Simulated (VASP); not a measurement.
WS2:

```
W S
1.0
     3.16995    0.00000    0.00000
    -1.58497    2.74525    0.00000
     0.00000    0.00000   12.49107
W S
2 4
Direct
  0.33333 0.66667 0.25000
  0.66667 0.33333 0.75000
  0.66667 0.33333 0.37511
  0.66667 0.33333 0.12489
  0.33333 0.66667 0.87511
  0.33333 0.66667 0.62489
```

Base run:

- Program: VASP 6.6.1
- Functional: PBE
- Potentials or basis: VASP PAW PBE potentials, release 64 (W_sv, S)
- Cutoff: 520 eV
- k mesh: 12 × 12 × 2
- Occupations: fermi-dirac, width 0.02 eV
- Spin: no spin polarisation

Its results: band gap on the k mesh 1.06 eV (least direct gap 1.78 eV); pressure 3.2 GPa; largest force 0.198 eV/Å.

Q: The run is repeated on the same cell with these changes: functional from PBE to r2SCAN; occupations from fermi-dirac, width 0.02 eV to gaussian, width 0.01 eV. What comes out?

A: Band gap on the k mesh 1.17 eV (least direct gap 1.90 eV); pressure 1.4 GPa; largest force 0.030 eV/Å.

Caveats: spin-orbit coupling is left out, which moves the levels of the heavy elements; the cell stands under pressure (at least some runs); this functional lacks dispersion, which binds layers or chains, so the pressure and a relaxed spacing across them are unreliable (at least some runs); the PAW data sets were made with another functional, which shifts forces and pressure a little (at least some runs).

A k mesh can miss the band edges.
